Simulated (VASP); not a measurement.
A run of VASP 6.6.1 is set up as follows.

The input INCAR:

```
SYSTEM = SO
PREC = Accurate ; ENCUT = 520
EDIFF = 1E-6 ; ISMEAR = -1
SIGMA = 0.06122561905347299 ; LREAL = .False.
LASPH = .True. ; NELM = 80
ALGO = Normal ; ISIF = 2
LWAVE = .False. ; LCHARG = .False.
GGA = PE ; NBANDS = 13
```

The input KPOINTS:

```
Automatic mesh
0
Gamma
  14 14 14
  0 0 0
```

File POSCAR:

```
SO
1.0
    0.0000000000      2.3110000422      2.3110000422
    2.3110000422      0.0000000000      2.3110000422
    2.3110000422      2.3110000422      0.0000000000
S O
1 1
Direct
    0.0000000000      0.0000000000      0.0000000000
    0.5000000000      0.5000000000      0.5000000000
```

Potentials or basis: VASP PAW PBE potentials, release 64 (S, O).

The run is started by

```sh
$ cat potpaw_PBE.64/S/POTCAR potpaw_PBE.64/O/POTCAR > POTCAR
$ mpirun -np 1 vasp_std > vasp.out
```

(1) Estimate the pressure.

(2) Predict the band gap on the k mesh.

## Answers

(1) -0.3 GPa.

(2) zero (band 6 reaches 8.16 eV, above the bottom of band 7 at 5.13 eV).
